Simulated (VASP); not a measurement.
Input of a VASP 6.6.1 run:

POSCAR

```
C
1.0
    4.1527998194      0.0000000000      0.0000000000
   -2.0763999097      3.5964301404      0.0000000000
    0.0000000000      0.0000000000      2.5458468458
C
3
Direct
    0.0000000000      0.0000000000      0.0000000000
    0.3333333333      0.6666666667      0.5000000000
    0.6666666667      0.3333333333      0.5000000000
```

Contents of INCAR.step1:

```
SYSTEM = C
PREC = Accurate ; ENCUT = 520
ISMEAR = 0 ; SIGMA = 0.1
LREAL = .FALSE. ; LASPH = .TRUE.
NELM = 80 ; NBANDS = 13
GGA = PE ; ALGO = Normal
EDIFF = 1E-4 ; LWAVE = .TRUE.
LCHARG = .FALSE.
```

The input INCAR.step2:

```
SYSTEM = C
PREC = Accurate ; ENCUT = 520
EDIFF = 1E-7 ; ISMEAR = 0
SIGMA = 0.1 ; LREAL = .FALSE.
LASPH = .TRUE. ; NELM = 80
ALGO = Normal ; ISIF = 2
LWAVE = .FALSE. ; LCHARG = .FALSE.
METAGGA = R2SCAN ; LMIXTAU = .TRUE.
NBANDS = 13 ; ISTART = 1
```

The input KPOINTS:

```
Automatic mesh
0
G
  6 6 8
  0 0 0
```

Potentials or basis: VASP PAW PBE potentials, release 64 (C).

Run with:

```bash
$ cat potpaw_PBE.64/C/POTCAR > POTCAR
$ cp INCAR.step1 INCAR
$ mpirun -np 1 vasp_std > vasp.out
$ cp INCAR.step2 INCAR
$ mpirun -np 1 vasp_std > vasp.out
```

(1) Predict the pressure.

(2) Predict the band gap on the k mesh.

## Answers

(1) -32.5 GPa.

(2) zero (band 6 reaches 2.95 eV, above the bottom of band 7 at -0.31 eV).

Caveat: the PAW data sets were made with another functional, which shifts forces and pressure a little.
